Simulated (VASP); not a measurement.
Runs of VASP 6.6.1 on Mg2FeH6. The structure is that of space group Fm-3m (No. 225), or close to it. The cells are those of the table. 

```tsv
task	cell	gap on the mesh (eV)	pressure (GPa)	largest force (eV/Å)
relaxation of the atoms	atoms relaxed from a = 4.583 Å, angles 60.0°, 9 atoms	1.70	-7.8	-
single point	a = 4.484 Å, angles 60.0°, 9 atoms	(a)	-3.0	0.04
single point	a = 4.349 Å, angles 60.0°, 9 atoms	(b)	(c)	0.04
relaxation of the atoms	atoms relaxed from a = 4.527 Å, angles 60.0°, 9 atoms	1.72	-5.4	-
single point	a = 4.527 Å, angles 60.0°, 9 atoms	1.73	-5.2	0.04
single point	a = 4.395 Å, angles 60.0°, 9 atoms	1.79	2.3	0.04
```

Alike in all rows: level LDA; potentials or basis VASP PAW LDA potentials, release 64 (Mg, Fe, H); no spin polarisation; k mesh 8 × 8 × 8; cutoff (eV) 520; smearing gaussian 0.02 eV.

Fill in the values left out.

(a) 1.75; (b) 1.81; (c) 5.7.

A k mesh can miss the band edges.
